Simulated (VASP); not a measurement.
P:

```xyz
1
Lattice="3.2573 0.0000 0.0000 -1.6286 2.8209 0.0000 0.0000 0.0000 3.0435" Properties=species:S:1:pos:R:3 pbc="T T T"
P     0.0000    0.0000    0.0000
```

This isn't the form of P at room conditions, which is orthorhombic.

- Program: VASP 6.6.1
- Task: relaxation of cell and atoms
- Functional: PBEsol
- Potentials or basis: VASP PAW PBE potentials, release 64 (P)
- Cutoff: 600 eV
- k mesh: 6 × 6 × 6
- Occupations: gaussian, width 0.1 eV
- Spin: no spin polarisation

At the start: pressure -19.0 GPa; volume 27.97 Å³/atom.

Question: How do energy, volume and symmetry change on relaxing?

Answer: Over 11 steps the energy falls by 1379.7 meV/atom and the volume is 14.07 Å³/atom (-49.7 %); space group P6/mmm (No. 191, to 0.1 Å) before and after.

Step by step:
```tsv
step	energy change (eV)	largest force (eV/Å)	pressure (GPa)	volume (Å³)
1	0.0000	0.0000	-19.00	27.97
2	-1.2655	0.0000	-8.51	16.54
3	-1.2937	0.0000	-3.91	15.43
4	-1.2946	0.0000	-2.43	15.10
5	-1.3766	0.0000	2.24	13.69
6	-1.3766	0.0000	1.92	13.73
7	-1.3794	0.0000	-0.59	14.15
8	-1.3794	0.0000	-0.26	14.10
9	-1.3795	0.0000	-0.31	14.11
10	-1.3796	0.0000	0.19	14.05
11	-1.3797	0.0000	-0.01	14.07
```

Final structure:
```
CELL_PARAMETERS angstrom
2.56595 0.00000 0.00000
-1.28298 2.22218 0.00000
0.00000 0.00000 2.46750
ATOMIC_POSITIONS crystal
P 0.00000 0.00000 0.00000
```

Caveat: the k points lie up to 0.47 Å⁻¹ apart in the final cell, too coarse for converged energies and pressures of a metal; the volume moved by over 15 % at a fixed basis, so the end points are rough; the PAW data sets were made with another functional, which shifts forces and pressure a little.
